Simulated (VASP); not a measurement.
# SnBiN2 (R-3m) in VASP: single point with PBE

Aim: the single point of SnBiN2 with PBE.

Program: VASP 6.6.1. These are calculated values, not measurements. Logs are shortened: lines on timing, memory, paths and dates and some standing lists are left out, and cuts for length are marked.

### Step 1. The cell of the first run

Symmetry: R-3m, No. 166, trigonal system. The conventional cell has a = 3.327 Å, b = 3.327 Å, c = 19.070 Å, α = 90.00°, β = 90.00°, γ = 120.00°. Sn (site symmetry -3m) has 6 N at 2.26 Å within 3.0 Å. Bi (site symmetry -3m) has 6 N at 2.77 Å and 6 Bi at 3.33 Å and 6 Sn at 3.71 Å within 3.8 Å. N (site symmetry 3m) has 3 Sn at 2.26 Å and 3 Bi at 2.77 Å and 3 N at 3.05 Å within 3.1 Å.

### Step 2. Single point, PBE

The input, INCAR:

```
PREC = Accurate
ENCUT = 520
EDIFF = 1E-6
ISMEAR = 0
SIGMA = 0.1
LREAL = F
LASPH = T
NELM = 60
ALGO = Normal
ISIF = 2
LWAVE = F
LCHARG = T
GGA = PE
LELF = T
LVHAR = T
NBANDS = 28
```

The input, KPOINTS:

```
regular mesh
0
Gamma
  6 6 6
```

The input, POSCAR:

```
SnBiN2
1.0
    1.6636187536      0.9604907352      6.3567280485
   -1.6636187536      0.9604907352      6.3567280485
    0.0000000000     -1.9209814704      6.3567280485
Sn Bi N
1 1 2
Direct
    0.0000000000      0.0000000000      0.0000000000
    0.5000000000      0.5000000000      0.5000000000
    0.2713287678      0.2713287678      0.2713287678
    0.7286712322      0.7286712322      0.7286712322
```

Potentials or basis: VASP PAW PBE potentials, release 64 (Sn_d, Bi_d, N).

Run with:

```
cat potpaw_PBE.64/Sn_d/POTCAR potpaw_PBE.64/Bi_d/POTCAR potpaw_PBE.64/N/POTCAR > POTCAR
mpirun -np 1 vasp_std > vasp.out
```

OUTCAR:

```text
PREC = Accurate
   ENCUT = 520
   EDIFF = 1E-6
   ISMEAR = 0
   LREAL = F
   LASPH = T
   NELM = 60
   ISIF = 2
   GGA = PE

 ion  position               nearest neighbor table
   1  0.000  0.000  0.000-   4 2.26   3 2.26   4 2.26   4 2.26   3 2.26   3 2.26   2 3.71   2 3.71
                             2 3.71   2 3.71   2 3.71   2 3.71
   2  0.500  0.500  0.500-   3 2.77   4 2.77   3 2.77   3 2.77   4 2.77   4 2.77   1 3.71   1 3.71
                             1 3.71   1 3.71   1 3.71   1 3.71
   3  0.271  0.271  0.271-   1 2.26   1 2.26   1 2.26   2 2.77   2 2.77   2 2.77
   4  0.729  0.729  0.729-   1 2.26   1 2.26   1 2.26   2 2.77   2 2.77   2 2.77

  LATTYP: Found a trigonal (rhomboedric) cell.
 ALAT       =     6.6406446443
 COS(alpha) =     0.8744787866

  Lattice vectors:

 A1 = (   1.6636187536,   0.9604907352,   6.3567280485)
 A2 = (  -1.6636187536,   0.9604907352,   6.3567280485)
 A3 = (   0.0000000000,  -1.9209814704,   6.3567280485)

Analysis of symmetry for initial positions (statically):
=====================================================================
 Subroutine PRICEL returns:
 Original cell was already a primitive cell.

 Routine SETGRP: Setting up the symmetry group for a
 trigonal (rhombohedral) supercell.

 Subroutine GETGRP returns: Found 12 space group operations
 (whereof 12 operations were pure point group operations)
 out of a pool of 12 trial point group operations.

The static configuration has the point symmetry D_3d.

Analysis of symmetry for dynamics (positions and initial velocities):
=====================================================================
 Subroutine PRICEL returns:
 Original cell was already a primitive cell.

 Routine SETGRP: Setting up the symmetry group for a
 trigonal (rhombohedral) supercell.

 Subroutine GETGRP returns: Found 12 space group operations
 (whereof 12 operations were pure point group operations)
 out of a pool of 12 trial point group operations.

The dynamic configuration has the point symmetry D_3d.

 Subroutine INISYM returns: Found 12 space group operations
 (whereof 12 operations are pure point group operations),
 and found     1 'primitive' translations

----------------------------------------------------------------------------------------

                                     Primitive cell

  volume of cell :      60.9441

[... 86 lines left out ...]
   ISPIN  =      1    spin polarized calculation?
   LNONCOLLINEAR =      F non collinear calculations
   LSORBIT =      F    spin-orbit coupling
   LASPH  =      T    aspherical Exc in radial PAW
   ENCUT  =  520.0 eV  38.22 Ry    6.18 a.u.  12.35 12.35 12.35*2*pi/ulx,y,z
   NELM   =     60;   NELMIN=  2; NELMDL= -5     # of ELM steps
   EDIFF  = 0.1E-05   stopping-criterion for ELM
   LREAL  =      F    real-space projection
   EDIFFG = 0.1E-04   stopping-criterion for IOM
   NSW    =      0    number of steps for IOM
   IBRION =     -1    ionic relax: 0-MD 1-quasi-New 2-CG
   NFREE  =      0    steps in history (QN), initial steepest desc. (CG)
   ISIF   =      2    stress and relaxation
   ISYM   =      2    0-nonsym 1-usesym 2-fastsym
   POTIM  = 0.5000    time-step for ionic-motion
   TEBEG  =    0.0;   TEEND  =   0.0 temperature during run
   PSTRESS=    0.0 pullay stress
   NELECT =      39.0000    total number of electrons
   NUPDOWN=      -1.0000    fix difference up-down
   EMIN   =  10.00;   EMAX   =-10.00  energy-range for DOS
   EFERMI =   0.00;   METHOD = LEGACY
   ISMEAR =     0;   SIGMA  =   0.10  broadening in eV -4-tet -1-fermi 0-gaus
   EFERMI_NEDOS =   21; number of points for ismear=-14 and -15
   IALGO  =     38    algorithm
   IMIX   =      4    mixing-type and parameters
     AMIX     =   0.40;   BMIX     =  1.00
     AMIX_MAG =   1.60;   BMIX_MAG =  1.00
  volume/ion in A,a.u.               =      15.24       102.82
  Fermi-wavevector in a.u.,A,eV,Ry     =   1.410758  2.665945 27.078820  1.990237
  Thomas-Fermi vector in A             =   2.532679
   LORBIT       =      0    0 simple, 1 ext, 2 COOP (PROOUT), +10 PAW based schemes
   GGA     = PE    functional components
   LHFCALC =     F    Hartree Fock is set to
   AEXX    =    0.0000 exact exchange contribution
   IVDW    =     0    specifies the selected vdW correction
   LEPSILON=     F    determine dielectric tensor
   LRPA    =     F    only Hartree local field effects (RPA)
 non-spin polarized calculation
 Gauss-broadening in eV      SIGMA  =   0.10
  energy-cutoff  :      520.00
  volume of cell :       60.94
 maximum number of plane-waves:      1661
 NGX is ok and might be reduce to    50
   NGX = 25   NGY = 25   NGZ = 25

 number of electron      39.0000005 magnetization

 Free energy of the ion-electron system (eV)
  ---------------------------------------------------
  ext. energy  EPLUGINS =         0.00000000
  ---------------------------------------------------
  free energy    TOTEN  =       -21.88094480 eV

  energy without entropy =      -21.87505798  energy(sigma->0) =      -21.87800139

 E-fermi :   9.4936     XC(G=0): -11.5580

 val. band max:        9.4704959187   @ k =  -0.3333   0.3333   0.0000
 cond. band min:       9.6404552365   @ k =   0.3333   0.0000   0.0000
 fundamental gap:      0.1699593178
 Fermi energy:         9.4935912221

 k-point     1 :       0.0000    0.0000    0.0000
  band No.  band energies     occupation
      1     -14.1274      2.00000
      2     -14.0590      2.00000
      3     -14.0590      2.00000
      4     -13.9332      2.00000
      5     -13.9332      2.00000
      6     -12.0124      2.00000
[... 733 lines left out ...]
     27      18.3758      0.00000
     28      19.7590      0.00000

 [... further k-points ...]
[... 5 lines left out ...]
  --------------------------------------------------------------------------------------
  -------------------------------------------------------------------------------------
  Total       -0.0742992     -0.0742992      0.0146116      0.0000000      0.0000000      0.0000000
  in kB       -1.9532731     -1.9532731      0.3841282      0.0000000      0.0000000      0.0000000
  external PRESSURE =      -1.1741393 kB  Pullay stress =       0.0000000 kB

 VOLUME and BASIS-vectors are now :
 -----------------------------------------------------------------------------
  energy-cutoff  :      520.00
  volume of cell :       60.94
      direct lattice vectors                 reciprocal lattice vectors
     1.663618754  0.960490735  6.356728048     0.300549629  0.173522409  0.052437879
    -1.663618754  0.960490735  6.356728048    -0.300549629  0.173522409  0.052437879
     0.000000000 -1.920981470  6.356728048     0.000000000 -0.347044819  0.052437879

 POSITION                                       TOTAL-FORCE (eV/Angst)
 -----------------------------------------------------------------------------------
      0.00000      0.00000      0.00000         0.000000      0.000000      0.000000
      0.00000      0.00000      9.53509         0.000000     -0.000000      0.000000
      0.00000      0.00000      5.17429         0.000000     -0.000000     -0.036736
      0.00000      0.00000     13.89589         0.000000      0.000000      0.036736
 -----------------------------------------------------------------------------------
    total drift:                               -0.000000     -0.000000      0.000000

  FREE ENERGIE OF THE ION-ELECTRON SYSTEM (eV)
  ---------------------------------------------------
  free  energy   TOTEN  =       -21.8809447977 eV

  energy  without entropy=      -21.8750579799  energy(sigma->0) =      -21.87800139
```

Wall time 5 min (1 thread of Oxide Virtual Turin-like, shared host); peak memory 0.34 GiB.

What came out:

| Item | Value |
| --- | --- |
| Free energy | -21.8809 eV |
| Pressure | -0.1 GPa |
| Largest force | 0.037 eV/Å |
| Band gap on the k mesh | zero (an odd number of electrons rules out a gap without spin polarisation) |

Forces on the atoms (eV/Å):
```
Sn   0.000  0.000  0.000
Bi   0.000  0.000  0.000
N    0.000  0.000 -0.037
N    0.000  0.000  0.037
```

Caveat: the k points lie up to 0.37 Å⁻¹ apart, too coarse for converged energies and pressures of a metal; spin-orbit coupling is left out, which moves the levels of the heavy elements.

The gap in the log of VASP goes by the Fermi energy; the results here count the filled bands.